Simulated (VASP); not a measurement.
# CoGe3Pd (P4/mmm) in VASP: relaxation of cell and atoms with PBE

Aim: the relaxation of cell and atoms of CoGe3Pd with PBE.

Program: VASP 6.6.1. These are calculated values, not measurements. Logs are shortened: lines on timing, memory, paths and dates and some standing lists are left out, and cuts for length are marked.

## (1) The cell of the first run

The structure is tetragonal, space group P4/mmm (No. 123). The conventional cell has a = 4.656 Å, b = 4.656 Å, c = 4.228 Å, α = 90.00°, β = 90.00°, γ = 90.00°. Co (site symmetry 4/mmm) has 2 Pd at 2.11 Å within 2.8 Å. Ge (site symmetry mmm) has 2 Pd at 2.33 Å and 4 Co at 3.14 Å and 8 Ge at 3.14 to 3.29 Å within 3.3 Å. Within 4.3 Å of Ge (site symmetry 4/mmm) lie 10 Ge at 3.14 to 4.23 Å and 4 Co at 3.29 Å and 8 Pd at 3.91 Å. Within 2.8 Å of Pd (site symmetry 4/mmm) lie 2 Co at 2.11 Å and 4 Ge at 2.33 Å.

The cell was generated, and may not be a known phase.

## (2) Relaxation of cell and atoms, PBE, collinear spin, ferromagnetic start

The input, INCAR:

```
ALGO = Normal
EDIFF = 1E-6
EDIFFG = -0.04
ENCUT = 600
GGA = PE
IBRION = 2
ISIF = 3
ISMEAR = 0
ISPIN = 2
LASPH = True
LCHARG = False
LMAXMIX = 4
LORBIT = 11
LREAL = False
LWAVE = False
MAGMOM = 3 0 0 0 0
NELM = 150
NSW = 90
PREC = Accurate
SIGMA = 0.1
```

The input, KPOINTS:

```
k-points
0
Gamma
  4 4 4
```

The input, POSCAR:

```
CoGe3Pd
1.0
    4.6562461500      0.0000000000      0.0000000000
    0.0000000000      4.6562461500      0.0000000000
    0.0000000000      0.0000000000      4.2275761300
Co Ge Pd
1 3 1
Direct
    0.0000000000      0.0000000000      0.5000000000
    0.0000000000      0.5000000000      0.0000000000
    0.5000000000      0.0000000000      0.0000000000
    0.5000000000      0.5000000000      0.5000000000
    0.0000000000      0.0000000000      0.0000000000
```

Potentials or basis: VASP PAW PBE potentials, release 64 (Co, Ge_d, Pd).

On the command line:

```
$ cat potpaw_PBE.64/Co/POTCAR potpaw_PBE.64/Ge_d/POTCAR potpaw_PBE.64/Pd/POTCAR > POTCAR
$ mpirun -np 1 vasp_std > vasp.out
```

OUTCAR:

```text
EDIFF = 1E-6
   EDIFFG = -0.04
   ENCUT = 600
   GGA = PE
   IBRION = 2
   ISIF = 3
   ISMEAR = 0
   ISPIN = 2
   LASPH = True
   LORBIT = 11
   LREAL = False
   NELM = 150
   NSW = 90
   PREC = Accurate

 ion  position               nearest neighbor table
   1  0.000  0.000  0.500-   5 2.11   5 2.11
   2  0.000  0.500  0.000-   5 2.33   5 2.33
   3  0.500  0.000  0.000-   5 2.33   5 2.33
   4  0.500  0.500  0.500-
   5  0.000  0.000  0.000-   1 2.11   1 2.11   3 2.33   2 2.33   2 2.33   3 2.33

  LATTYP: Found a simple tetragonal cell.
 ALAT       =     4.6562461500
 C/A-ratio  =     0.9079365639

  Lattice vectors:

 A1 = (   4.6562461500,   0.0000000000,   0.0000000000)
 A2 = (   0.0000000000,   4.6562461500,   0.0000000000)
 A3 = (   0.0000000000,   0.0000000000,   4.2275761300)

Analysis of symmetry for initial positions (statically):
=====================================================================
 Subroutine PRICEL returns:
 Original cell was already a primitive cell.

 Routine SETGRP: Setting up the symmetry group for a
 simple tetragonal supercell.

 Subroutine GETGRP returns: Found 16 space group operations
 (whereof 16 operations were pure point group operations)
 out of a pool of 16 trial point group operations.

The static configuration has the point symmetry D_4h.

Analysis of symmetry for dynamics (positions and initial velocities):
=====================================================================
 Subroutine PRICEL returns:
 Original cell was already a primitive cell.

 Routine SETGRP: Setting up the symmetry group for a
 simple tetragonal supercell.

 Subroutine GETGRP returns: Found 16 space group operations
 (whereof 16 operations were pure point group operations)
 out of a pool of 16 trial point group operations.

The dynamic configuration has the point symmetry D_4h.

Analysis of structural, dynamic, and magnetic symmetry:
=====================================================================
 Subroutine PRICEL returns:
 Original cell was already a primitive cell.

 Routine SETGRP: Setting up the symmetry group for a
 simple tetragonal supercell.

 Subroutine GETGRP returns: Found 16 space group operations
 (whereof 16 operations were pure point group operations)
 out of a pool of 16 trial point group operations.

The overall configuration has the point symmetry D_4h.

 Subroutine INISYM returns: Found 16 space group operations
 (whereof 16 operations are pure point group operations),
 and found     1 'primitive' translations

----------------------------------------------------------------------------------------

                                     Primitive cell

  volume of cell :      91.6565

  direct lattice vectors                    reciprocal lattice vectors
     4.656246150  0.000000000  0.000000000     0.214765278  0.000000000  0.000000000
     0.000000000  4.656246150  0.000000000     0.000000000  0.214765278  0.000000000
     0.000000000  0.000000000  4.227576130     0.000000000  0.000000000  0.236542163

  length of vectors
     4.656246150  4.656246150  4.227576130     0.214765278  0.214765278  0.236542163

  position of ions in fractional coordinates (direct lattice)
     0.000000000  0.000000000  0.500000000
     0.000000000  0.500000000  0.000000000
     0.500000000  0.000000000  0.000000000
     0.500000000  0.500000000  0.500000000
     0.000000000  0.000000000  0.000000000

  ion indices of the primitive-cell ions
   primitive index   ion index
                 1           1
                 2           2
                 3           3
                 4           4
                 5           5

----------------------------------------------------------------------------------------

 KPOINTS: k-points

Automatic generation of k-mesh.
 Grid dimensions read from file:
 generate k-points for:    4    4    4

 Generating k-lattice:

  Cartesian coordinates                     Fractional coordinates (reciprocal lattice)
     0.053691320  0.000000000  0.000000000     0.250000000  0.000000000  0.000000000
     0.000000000  0.053691320  0.000000000     0.000000000  0.250000000  0.000000000
     0.000000000  0.000000000  0.059135541     0.000000000  0.000000000  0.250000000

  Length of vectors
     0.053691320  0.053691320  0.059135541

  Shift w.r.t. Gamma in fractional coordinates (k-lattice)
     0.000000000  0.000000000  0.000000000

 Subroutine IBZKPT returns following result:
 ===========================================

 Found     18 irreducible k-points:

 Following reciprocal coordinates:
            Coordinates               Weight
  0.000000  0.000000  0.000000      1.000000
  0.250000  0.000000  0.000000      4.000000
  0.500000  0.000000  0.000000      2.000000
  0.250000  0.250000  0.000000      4.000000
  0.500000  0.250000  0.000000      4.000000
  0.500000  0.500000  0.000000      1.000000
[... 10 lines left out ...]
  0.500000  0.250000  0.500000      4.000000
  0.500000  0.500000  0.500000      1.000000
   k-points           NKPTS =     18   k-points in BZ     NKDIM =     18   number of bands    NBANDS=     38
   number of dos      NEDOS =    301   number of ions     NIONS =      5
   total plane-waves  NPLWV =  57600
   dimension x,y,z NGX =    40 NGY =   40 NGZ =   36
   dimension x,y,z NGXF=    80 NGYF=   80 NGZF=   72
   ions per type =               1   3   1
   NGX,Y,Z   is equivalent  to a cutoff of  14.28, 14.28, 14.16 a.u.
   NGXF,Y,Z  is equivalent  to a cutoff of  28.56, 28.56, 28.31 a.u.
 SYSTEM =  unknown system
   PREC   = accura    normal or accurate (medium, high low for compatibility)
   ISTART =      0    job   : 0-new  1-cont  2-samecut
   ICHARG =      2    charge: 1-file 2-atom 10-const
   ISPIN  =      2    spin polarized calculation?
   LNONCOLLINEAR =      F non collinear calculations
   LSORBIT =      F    spin-orbit coupling
   LASPH  =      T    aspherical Exc in radial PAW
   ENCUT  =  600.0 eV  44.10 Ry    6.64 a.u.   9.30  9.30  8.44*2*pi/ulx,y,z
   NELM   =    150;   NELMIN=  2; NELMDL= -5     # of ELM steps
   EDIFF  = 0.1E-05   stopping-criterion for ELM
   LREAL  =      F    real-space projection
   EDIFFG = -.4E-01   stopping-criterion for IOM
   NSW    =     90    number of steps for IOM
   IBRION =      2    ionic relax: 0-MD 1-quasi-New 2-CG
   NFREE  =      1    steps in history (QN), initial steepest desc. (CG)
   ISIF   =      3    stress and relaxation
   ISYM   =      2    0-nonsym 1-usesym 2-fastsym
   POTIM  = 0.5000    time-step for ionic-motion
   TEBEG  =    0.0;   TEEND  =   0.0 temperature during run
   PSTRESS=    0.0 pullay stress
   NELECT =      61.0000    total number of electrons
   NUPDOWN=      -1.0000    fix difference up-down
   EMIN   =  10.00;   EMAX   =-10.00  energy-range for DOS
   EFERMI =   0.00;   METHOD = LEGACY
   ISMEAR =     0;   SIGMA  =   0.10  broadening in eV -4-tet -1-fermi 0-gaus
   EFERMI_NEDOS =   21; number of points for ismear=-14 and -15
   IALGO  =     38    algorithm
   IMIX   =      4    mixing-type and parameters
     AMIX     =   0.40;   BMIX     =  1.00
     AMIX_MAG =   1.60;   BMIX_MAG =  1.00
  volume/ion in A,a.u.               =      18.33       123.71
  Fermi-wavevector in a.u.,A,eV,Ry     =   1.429323  2.701029 27.796211  2.042964
  Thomas-Fermi vector in A             =   2.549289
   LORBIT       =     11    0 simple, 1 ext, 2 COOP (PROOUT), +10 PAW based schemes
   GGA     = PE    functional components
   LHFCALC =     F    Hartree Fock is set to
   AEXX    =    0.0000 exact exchange contribution
   IVDW    =     0    specifies the selected vdW correction
   LEPSILON=     F    determine dielectric tensor
   LRPA    =     F    only Hartree local field effects (RPA)
 conjugate gradient relaxation of ions
 spin polarized calculation
 Gauss-broadening in eV      SIGMA  =   0.10
  energy-cutoff  :      600.00
  volume of cell :       91.66
 maximum number of plane-waves:      3101
 NGX is ok and might be reduce to    40
   NGX = 19   NGY = 19   NGZ = 17

--------------------------------------- Ionic step        1  -------------------------------------------

 number of electron      61.0000000 magnetization       1.9730751

 Free energy of the ion-electron system (eV)
  ---------------------------------------------------
  ext. energy  EPLUGINS =         0.00000000
  ---------------------------------------------------
  free energy    TOTEN  =       -21.11637361 eV

  energy without entropy =      -21.09676327  energy(sigma->0) =      -21.10656844

------------------------ aborting loop because EDIFF is reached ----------------------------------------

  FORCE on cell =-STRESS in cart. coord.  units (eV):
  Direction    XX          YY          ZZ          XY          YZ          ZX
  --------------------------------------------------------------------------------------
  -------------------------------------------------------------------------------------
  Total        4.2006667      4.2006667     20.0523342      0.0000000      0.0000000      0.0000000
  in kB       73.4286443     73.4286443    350.5195276      0.0000000      0.0000000      0.0000000
  external PRESSURE =     165.7922721 kB  Pullay stress =       0.0000000 kB
[... 24 lines left out ...]
  energy  without entropy=      -21.0967632738  energy(sigma->0) =      -21.10656844

--------------------------------------- Ionic step        2  -------------------------------------------

 number of electron      61.0000052 magnetization       2.0727119

 E-fermi :   4.3707     XC(G=0):  -9.9569

 val. band max:        4.3480438338   @ k =   0.2500   0.2500   0.0000
 cond. band min:       4.3730091058   @ k =   0.2500   0.2500   0.0000
 fundamental gap:      0.0249652721
 Fermi energy:         4.3706684057

 spin component 1

 k-point     1 :       0.0000    0.0000    0.0000
  band No.  band energies     occupation
      1     -20.5988      1.00000
      2     -20.5929      1.00000
      3     -20.5929      1.00000
      4     -20.5856      1.00000
      5     -20.5298      1.00000
      6     -20.5186      1.00000
[... 1699 lines left out ...]
  energy  without entropy=      -22.2889796887  energy(sigma->0) =      -22.30109497

--------------------------------------- Ionic step        8  -------------------------------------------

 number of electron      60.9999941 magnetization       2.0081734

 Free energy of the ion-electron system (eV)
  ---------------------------------------------------
  ext. energy  EPLUGINS =         0.00000000
  ---------------------------------------------------
  free energy    TOTEN  =       -22.31347745 eV

  energy without entropy =      -22.28925267  energy(sigma->0) =      -22.30136506

 E-fermi :   5.3369     XC(G=0): -10.4564

 val. band max:        5.3226449706   @ k =   0.5000   0.2500   0.0000
 cond. band min:       5.3452871593   @ k =   0.5000   0.0000   0.0000
 fundamental gap:      0.0226421888
 Fermi energy:         5.3368835481

 spin component 1

 k-point     1 :       0.0000    0.0000    0.0000
  band No.  band energies     occupation
      1     -19.6611      1.00000
      2     -19.6512      1.00000
      3     -19.6512      1.00000
      4     -19.6439      1.00000
      5     -19.6166      1.00000
      6     -19.6112      1.00000
[... 1500 lines left out ...]
  FREE ENERGIE OF THE ION-ELECTRON SYSTEM (eV)
  ---------------------------------------------------
  free  energy   TOTEN  =       -22.3134774504 eV

  energy  without entropy=      -22.2892526746  energy(sigma->0) =      -22.30136506

 reached required accuracy - stopping structural energy minimisation

 total charge

# of ion       s       p       d       tot
------------------------------------------
    1        0.365   0.223   7.216   7.804
    2        1.237   0.947  10.033  12.217
    3        1.237   0.947  10.033  12.217
    4        1.287   0.744   9.977  12.008
    5        0.612   0.775   8.639  10.026
--------------------------------------------------
tot          4.740   3.636  45.897  54.272

 magnetization (x)

# of ion       s       p       d       tot
------------------------------------------
    1        0.020   0.013   1.921   1.954
    2        0.001   0.014  -0.000   0.014
    3        0.001   0.014  -0.000   0.014
    4        0.004  -0.050  -0.001  -0.047
    5       -0.002   0.002   0.086   0.086
--------------------------------------------------
tot          0.023  -0.007   2.005   2.021
```

It took 9.4 min on 1 thread of Intel Xeon 6975P-C (Granite Rapids), shared host; peak memory 0.36 GiB.

What came out:

- Free energy: -22.3135 eV
- Relaxed volume: 21.32 Å³/atom
- Relaxed cell: a = 4.700 Å, b = 4.700 Å, c = 4.826 Å, α = 90.00°, β = 90.00°, γ = 90.00°
- Space group after relaxing (to 0.1 Å): P4/mmm (No. 123)
- Energy gained by relaxing: 239.4 meV/atom
- Ionic steps: 8
- Pressure after relaxing: -0.1 GPa
- Net moment: 2.01 μB per cell
- Site moments: Co +1.95; Ge +0.01, -0.05 (each value once); Pd +0.09 μB
- Valence electrons inside the program's atomic spheres: Co 7.80; Ge 12.22, 12.01 (each value once); Pd 10.03

Stress tensor (GPa, compression positive):
```
-0.15  0.00  0.00
 0.00 -0.15  0.00
 0.00  0.00 -0.01
```

Step by step:
```tsv
step	energy change (eV)	largest force (eV/Å)	pressure (GPa)	volume (Å³)
1	0.0000	0.0000	16.58	91.66
2	-0.9570	0.0000	-5.86	118.44
3	-1.1571	0.0000	-1.20	108.34
4	-1.1574	0.0000	-1.52	108.91
5	-1.1967	0.0000	0.04	106.45
6	-1.1969	0.0000	0.21	106.32
7	-1.1968	0.0000	0.12	106.37
8	-1.1971	0.0000	-0.10	106.62
```

Final structure:
```
Co Ge Pd
1.0
     4.70013    0.00000    0.00000
     0.00000    4.70013    0.00000
     0.00000    0.00000    4.82639
Co Ge Pd
1 3 1
Direct
  0.00000 0.00000 0.50000
  0.00000 0.50000 0.00000
  0.50000 0.00000 0.00000
  0.50000 0.50000 0.50000
  0.00000 0.00000 0.00000
```

Caveat: the k points lie up to 0.33 Å⁻¹ apart in the final cell; the volume moved by over 15 % at a fixed basis, so the end points are rough.
